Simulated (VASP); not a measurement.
# Ti3Si (P6_3/mmc) in VASP: further runs

Ti3Si is run at these levels: LDA; tasks: relaxation of cell and atoms, single point.

Program: VASP 6.6.1. These are calculated values, not measurements. Logs are shortened: lines on timing, memory, paths and dates and some standing lists are left out, and cuts for length are marked.

### Step 1. The cell of the first run

It takes space group P6_3/mmc (No. 194, hexagonal). The conventional cell has a = 5.631 Å, b = 5.631 Å, c = 4.505 Å, α = 90.00°, β = 90.00°, γ = 120.00°. Within 3.6 Å of Ti (site symmetry mm2) lie 8 Ti at 2.73 to 2.90 Å and 4 Si at 2.75 to 2.82 Å. Si (site symmetry -6m2) has 12 Ti at 2.75 to 2.82 Å within 3.6 Å.

### Step 2. Relaxation of cell and atoms, LDA

INCAR

```
SYSTEM = Ti3Si
  PREC = Accurate
  ENCUT = 600
  EDIFF = 1E-6
  ISMEAR = 0
  SIGMA = 0.1
  LREAL = .False.
  LASPH = .True.
  NELM = 80
  ALGO = Fast
  ISIF = 3
  LWAVE = .False.
  LCHARG = .False.
  GGA = CA
  IBRION = 2
  NSW = 100
  EDIFFG = -0.005
```

KPOINTS

```
regular mesh
0
Gamma
  6 6 8
  0 0 0
```

POSCAR

```
Ti3Si
1.0
    5.6313135898      0.0000000000      0.0000000000
   -2.8156567949      4.8768606255      0.0000000000
    0.0000000000      0.0000000000      4.5054524700
Ti Si
6 2
Direct
    0.3435999600      0.1717999800      0.7500000000
    0.8282000200      0.1717999800      0.7500000000
    0.8282000200      0.6564000400      0.7500000000
    0.6564000400      0.8282000200      0.2500000000
    0.1717999800      0.8282000200      0.2500000000
    0.1717999800      0.3435999600      0.2500000000
    0.3333333300      0.6666666700      0.7500000000
    0.6666666700      0.3333333300      0.2500000000
```

Potentials or basis: VASP PAW LDA potentials, release 64 (Ti_sv, Si).

The run is started by

```
$ cat potpaw_LDA.64/Ti_sv/POTCAR potpaw_LDA.64/Si/POTCAR > POTCAR
$ mpirun -np 1 vasp_std > vasp.out
```

OUTCAR:

```text
SYSTEM = Ti3Si
   PREC = Accurate
   ENCUT = 600
   EDIFF = 1E-6
   ISMEAR = 0
   LREAL = .False.
   LASPH = .True.
   NELM = 80
   ISIF = 3
   GGA = CA
   IBRION = 2
   NSW = 100
   EDIFFG = -0.005

 ion  position               nearest neighbor table
   1  0.344  0.172  0.750-   2 2.73   3 2.73   8 2.75   8 2.75   6 2.81   6 2.81   5 2.81   5 2.81
                             7 2.82   7 2.82   2 2.90   3 2.90
   2  0.828  0.172  0.750-   1 2.73   3 2.73   8 2.75   8 2.75   6 2.81   6 2.81   4 2.81   4 2.81
                             7 2.82   7 2.82   1 2.90   3 2.90
   3  0.828  0.656  0.750-   1 2.73   2 2.73   8 2.75   8 2.75   4 2.81   4 2.81   5 2.81   5 2.81
                             7 2.82   7 2.82   2 2.90   1 2.90
   4  0.656  0.828  0.250-   5 2.73   6 2.73   7 2.75   7 2.75   3 2.81   3 2.81   2 2.81   2 2.81
                             8 2.82   8 2.82   5 2.90   6 2.90
   5  0.172  0.828  0.250-   4 2.73   6 2.73   7 2.75   7 2.75   3 2.81   3 2.81   1 2.81   1 2.81
                             8 2.82   8 2.82   4 2.90   6 2.90
   6  0.172  0.344  0.250-   4 2.73   5 2.73   7 2.75   7 2.75   1 2.81   1 2.81   2 2.81   2 2.81
                             8 2.82   8 2.82   5 2.90   4 2.90
   7  0.333  0.667  0.750-   5 2.75   5 2.75   4 2.75   4 2.75   6 2.75   6 2.75   3 2.82   1 2.82
                             2 2.82   2 2.82   3 2.82   1 2.82
   8  0.667  0.333  0.250-   2 2.75   2 2.75   1 2.75   1 2.75   3 2.75   3 2.75   6 2.82   4 2.82
                             5 2.82   5 2.82   6 2.82   4 2.82

  LATTYP: Found a hexagonal cell.
 ALAT       =     5.6313135898
 C/A-ratio  =     0.8000713152

  Lattice vectors:

 A1 = (   5.6313135898,   0.0000000000,   0.0000000000)
 A2 = (  -2.8156567949,   4.8768606255,   0.0000000000)
 A3 = (   0.0000000000,   0.0000000000,   4.5054524700)

Analysis of symmetry for initial positions (statically):
=====================================================================
 Subroutine PRICEL returns:
 Original cell was already a primitive cell.

 Routine SETGRP: Setting up the symmetry group for a
 hexagonal supercell.

 Subroutine GETGRP returns: Found 24 space group operations
 (whereof 12 operations were pure point group operations)
 out of a pool of 24 trial point group operations.

The static configuration has the point symmetry D_3d.
 The point group associated with its full space group is D_6h.

Analysis of symmetry for dynamics (positions and initial velocities):
=====================================================================
 Subroutine PRICEL returns:
 Original cell was already a primitive cell.

 Routine SETGRP: Setting up the symmetry group for a
 hexagonal supercell.

 Subroutine GETGRP returns: Found 24 space group operations
 (whereof 12 operations were pure point group operations)
 out of a pool of 24 trial point group operations.

The dynamic configuration has the point symmetry D_3d.
[... 125 lines left out ...]
   EMIN   =  10.00;   EMAX   =-10.00  energy-range for DOS
   EFERMI =   0.00;   METHOD = LEGACY
   ISMEAR =     0;   SIGMA  =   0.10  broadening in eV -4-tet -1-fermi 0-gaus
   EFERMI_NEDOS =   21; number of points for ismear=-14 and -15
   IALGO  =     68    algorithm
   IMIX   =      4    mixing-type and parameters
     AMIX     =   0.40;   BMIX     =  1.00
     AMIX_MAG =   1.60;   BMIX_MAG =  1.00
  volume/ion in A,a.u.               =      15.47       104.37
  Fermi-wavevector in a.u.,A,eV,Ry     =   1.415605  2.675105 27.265215  2.003937
  Thomas-Fermi vector in A             =   2.537026
   LORBIT       =      0    0 simple, 1 ext, 2 COOP (PROOUT), +10 PAW based schemes
   GGA     = CA    functional components
   LHFCALC =     F    Hartree Fock is set to
   AEXX    =    0.0000 exact exchange contribution
   IVDW    =     0    specifies the selected vdW correction
   LEPSILON=     F    determine dielectric tensor
   LRPA    =     F    only Hartree local field effects (RPA)
 conjugate gradient relaxation of ions
 non-spin polarized calculation
 RMM-DIIS sequential band-by-band and
 Gauss-broadening in eV      SIGMA  =   0.10
  energy-cutoff  :      600.00
  volume of cell :      123.73
 maximum number of plane-waves:      4169
 NGX is ok and might be reduce to    48
   NGX = 23   NGY = 23   NGZ = 17

--------------------------------------- Ionic step        1  -------------------------------------------

 number of electron      79.9999988 magnetization

 Free energy of the ion-electron system (eV)
  ---------------------------------------------------
  ext. energy  EPLUGINS =         0.00000000
  ---------------------------------------------------
  free energy    TOTEN  =       -67.31928542 eV

  energy without entropy =      -67.28349358  energy(sigma->0) =      -67.30138950

------------------------ aborting loop because EDIFF is reached ----------------------------------------

  FORCE on cell =-STRESS in cart. coord.  units (eV):
  Direction    XX          YY          ZZ          XY          YZ          ZX
  --------------------------------------------------------------------------------------
  -------------------------------------------------------------------------------------
  Total       -5.7560803     -5.7560803     -5.6120548      0.0000000      0.0000000      0.0000000
  in kB      -74.5330607    -74.5330607    -72.6681358      0.0000000      0.0000000      0.0000000
  external PRESSURE =     -73.9114190 kB  Pullay stress =       0.0000000 kB
[... 29 lines left out ...]
--------------------------------------- Ionic step        2  -------------------------------------------

 number of electron      80.0000006 magnetization

 E-fermi :  10.5195     XC(G=0): -12.5225

 val. band max:       10.5095620462   @ k =   0.0000   0.0000   0.0000
 cond. band min:      10.5484004561   @ k =   0.1667  -0.0000   0.2500
 fundamental gap:      0.0388384099
 Fermi energy:        10.5195284978

 k-point     1 :       0.0000    0.0000    0.0000
  band No.  band energies     occupation
      1     -45.3353      2.00000
      2     -45.1382      2.00000
      3     -45.1337      2.00000
      4     -45.1337      2.00000
      5     -45.0404      2.00000
      6     -45.0404      2.00000
[... 1466 lines left out ...]
--------------------------------------- Ionic step        8  -------------------------------------------

 number of electron      79.9999996 magnetization

 Free energy of the ion-electron system (eV)
  ---------------------------------------------------
  ext. energy  EPLUGINS =         0.00000000
  ---------------------------------------------------
  free energy    TOTEN  =       -67.47829151 eV

  energy without entropy =      -67.44211980  energy(sigma->0) =      -67.46020566

 E-fermi :   9.9097     XC(G=0): -12.2779

 val. band max:        9.8993757741   @ k =   0.3333   0.1667   0.0000
 cond. band min:       9.9134566181   @ k =   0.0000   0.0000   0.1250
 fundamental gap:      0.0140808440
 Fermi energy:         9.9096881774

 k-point     1 :       0.0000    0.0000    0.0000
  band No.  band energies     occupation
      1     -46.0224      2.00000
      2     -45.8618      2.00000
      3     -45.8547      2.00000
      4     -45.8547      2.00000
      5     -45.7784      2.00000
      6     -45.7784      2.00000
[... 1250 lines left out ...]
  FREE ENERGIE OF THE ION-ELECTRON SYSTEM (eV)
  ---------------------------------------------------
  free  energy   TOTEN  =       -67.4782915126 eV

  energy  without entropy=      -67.4421197997  energy(sigma->0) =      -67.46020566

 reached required accuracy - stopping structural energy minimisation
```

OSZICAR:

```text
N       E                     dE             d eps       ncg     rms          rms(c)
DAV:   1     0.112981551586E+04    0.11298E+04   -0.43067E+04  3368   0.221E+03
DAV:   2     0.807561722021E+02   -0.10491E+04   -0.10290E+04  3360   0.656E+02
DAV:   3    -0.549566662806E+02   -0.13571E+03   -0.13092E+03  5096   0.198E+02
[... 183 lines left out ...]
RMM:  15    -0.674782875778E+02   -0.16956E-05   -0.19723E-05  3960   0.221E-02    0.175E-03
RMM:  16    -0.674782889806E+02   -0.14028E-05   -0.16509E-05  3767   0.198E-02    0.206E-03
RMM:  17    -0.674782900385E+02   -0.10579E-05   -0.12980E-05  3609   0.179E-02    0.212E-03
RMM:  18    -0.674782908453E+02   -0.80678E-06   -0.10234E-05  3614   0.163E-02    0.202E-03
RMM:  19    -0.674782915126E+02   -0.66728E-06   -0.87462E-06  3531   0.151E-02
   8 F= -.67478292E+02 E0= -.67460206E+02  d E =-.190590E-03
```

Run time: 53 min. Hardware: 1 thread of Intel Xeon Platinum 8124M at 3.00GHz (Skylake/Cascade Lake), shared host; peak memory 0.36 GiB.

What came out:

- Free energy: -67.4783 eV
- Relaxed volume: 14.64 Å³/atom
- Relaxed cell: a = 5.518 Å, b = 5.518 Å, c = 4.441 Å, α = 90.00°, β = 90.00°, γ = 120.00°
- Space group after relaxing (to 0.1 Å): P6_3/mmc (No. 194)
- Energy gained by relaxing: 19.9 meV/atom
- Ionic steps: 8
- Pressure after relaxing: 0.0 GPa
- Band gap on the k mesh: zero (bands 40 and 41 overlap by 0.38 eV)

Forces on the atoms (eV/Å):
```
Ti   0.002  0.001  0.000
Ti  -0.002  0.001  0.000
Ti   0.000 -0.003  0.000
Ti  -0.002 -0.001  0.000
Ti   0.002 -0.001  0.000
Ti   0.000  0.003  0.000
Si   0.000  0.000  0.000
Si   0.000  0.000  0.000
```

The path:
| step | energy change (eV) | largest force (eV/Å) | pressure (GPa) | volume (Å³) |
| --- | --- | --- | --- | --- |
| 1 | 0.0000 | 0.0141 | -7.39 | 123.73 |
| 2 | -0.0136 | 0.0302 | 8.34 | 111.39 |
| 3 | -0.1580 | 0.0251 | -0.30 | 117.22 |
| 4 | -0.1579 | 0.0249 | 0.22 | 117.00 |
| 5 | -0.1588 | 0.0103 | -0.15 | 117.31 |
| 6 | -0.1588 | 0.0076 | -0.26 | 117.36 |
| 7 | -0.1588 | 0.0147 | -0.24 | 117.33 |
| 8 | -0.1590 | 0.0029 | 0.02 | 117.12 |

Final structure:
```
Ti Si
1.0
     5.51814    0.00000    0.00000
    -2.75907    4.77885    0.00000
     0.00000    0.00000    4.44125
Ti Si
6 2
Direct
  0.34305 0.17152 0.75000
  0.82848 0.17152 0.75000
  0.82848 0.65695 0.75000
  0.65695 0.82848 0.25000
  0.17152 0.82848 0.25000
  0.17152 0.34305 0.25000
  0.33333 0.66667 0.75000
  0.66667 0.33333 0.25000
```

Levels at points of the mesh, in eV from the Fermi level:
| k point | band 38 | band 39 | band 40 | band 41 | band 42 | band 43 |
| --- | --- | --- | --- | --- | --- | --- |
| (0.00, 0.00, 0.00) | -1.46 | -0.60 | -0.12 | 0.49 | 0.49 | 0.52 |
| (0.50, 0.00, 0.00) | -0.67 | -0.66 | 0.01 | 0.35 | 0.51 | 0.58 |
| (0.00, 0.00, 0.50) | -1.07 | -0.62 | -0.62 | -0.04 | -0.04 | -0.04 |
| (0.50, 0.00, 0.50) | -0.55 | -0.29 | -0.29 | 0.04 | 0.04 | 0.55 |

### Step 3. Single point, LDA (14.37 Å³/atom)

This run uses another cell than the first one, of 14.37 Å³/atom.

INCAR

```
  PREC = Accurate
  ENCUT = 520
  EDIFF = 1E-7
  ISMEAR = -1
  SIGMA = 0.15
  LREAL = F
  LASPH = T
  NELM = 100
  ALGO = Fast
  ISIF = 2
  LWAVE = F
  LCHARG = T
  GGA = CA
  LELF = T
  LVHAR = T
  NBANDS = 50
```

KPOINTS

```
Automatic mesh
0
Gamma
  6 6 8
```

POSCAR

```
Ti3Si
1.0
    5.4765452014      0.0000000000      0.0000000000
   -2.7382726007      4.7428272693      0.0000000000
    0.0000000000      0.0000000000      4.4262338003
Ti Si
6 2
Direct
    0.3426909875      0.1713454938      0.7500000000
    0.8286545062      0.1713454938      0.7500000000
    0.8286545062      0.6573090125      0.7500000000
    0.6573090125      0.8286545062      0.2500000000
    0.1713454938      0.8286545062      0.2500000000
    0.1713454938      0.3426909875      0.2500000000
    0.3333333333      0.6666666667      0.7500000000
    0.6666666667      0.3333333333      0.2500000000
```

Potentials or basis: VASP PAW LDA potentials, release 64 (Ti_sv, Si).

The run is started by

```
$ cat potpaw_LDA.64/Ti_sv/POTCAR potpaw_LDA.64/Si/POTCAR > POTCAR
$ mpirun -np 1 vasp_std > vasp.out
```

Run time: 8.3 min. Hardware: 1 thread of Intel Xeon 6975P-C (Granite Rapids), shared host; peak memory 0.29 GiB.

It converged, with:

```yaml
Free_energy: -67.6980 eV
Pressure: 3.2 GPa
Largest_force: 0.012 eV/Å
Band_gap_on_the_k_mesh: zero (bands 40 and 41 overlap by 0.42 eV)
```

Forces on the atoms (eV/Å):
```
Ti  -0.010 -0.006  0.000
Ti   0.010 -0.006  0.000
Ti   0.000  0.012  0.000
Ti   0.010  0.006  0.000
Ti  -0.010  0.006  0.000
Ti   0.000 -0.012  0.000
Si   0.000  0.000  0.000
Si   0.000  0.000  0.000
```

Levels at points of the mesh, in eV from the Fermi level:
```csv
k point,band 37,band 38,band 39,band 40,band 41,band 42,band 43,band 44
"(0.00, 0.00, 0.00)",-1.48,-1.48,-0.60,-0.06,0.51,0.51,0.58,0.63
"(0.50, 0.00, 0.00)",-1.02,-0.65,-0.64,0.04,0.38,0.54,0.62,0.95
"(0.00, 0.00, 0.50)",-1.06,-1.06,-0.64,-0.64,-0.03,-0.03,-0.03,-0.03
"(0.50, 0.00, 0.50)",-0.55,-0.55,-0.27,-0.27,0.07,0.07,0.57,0.57
```

Caveat: the cell stands under pressure.

(Continued in part 2 of 2.)
